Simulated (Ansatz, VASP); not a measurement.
**Al3GaN4: VASP beside Ansatz**

```
CELL_PARAMETERS angstrom
4.40699 0.00000 0.00000
0.00000 4.40699 0.00000
0.00000 0.00000 4.58327
ATOMIC_POSITIONS crystal
Al 0.50000 0.50000 0.00000
Al 0.50000 0.00000 0.50000
Al 0.00000 0.50000 0.50000
Ga 0.00000 0.00000 0.00000
N 0.74471 0.74471 0.25529
N 0.74471 0.25529 0.74471
N 0.25529 0.74471 0.74471
N 0.25529 0.25529 0.25529
```

Change from the starting cell: strain +0.000 along x and y, +0.040 along z, atoms carried along.

Alike in both runs: task single point; functional PBEsol; k mesh 6 × 6 × 6; occupations gaussian, width 0.05 eV; no spin polarisation.

```csv
,VASP,Ansatz
version,VASP 6.6.1,Ansatz 0.2.0
potentials or method,"VASP PAW PBE potentials, release 64 (Al, Ga_d, N), cutoff 520 eV","scalar-relativistic, plane waves, PAW"
valence electrons in the cell,42,42
```

```tsv
	VASP	Ansatz	Ansatz less VASP
gap on the k mesh at the Fermi level (eV)	3.04	3.03	-0.014
least direct gap on the mesh (eV)	3.05	3.04	-0.015
pressure (GPa)	-7.3	-7.2	+0.11
traceless stress, the component that is largest in VASP (GPa)	-3.83	-3.82	+0.012
rms of the force components (eV/Å)	0.016	0.015	-0.0003
```

VASP's potentials were made for PBE, not for PBEsol. Atom by atom the forces differ by 0.001 eV/Å (rms over components).
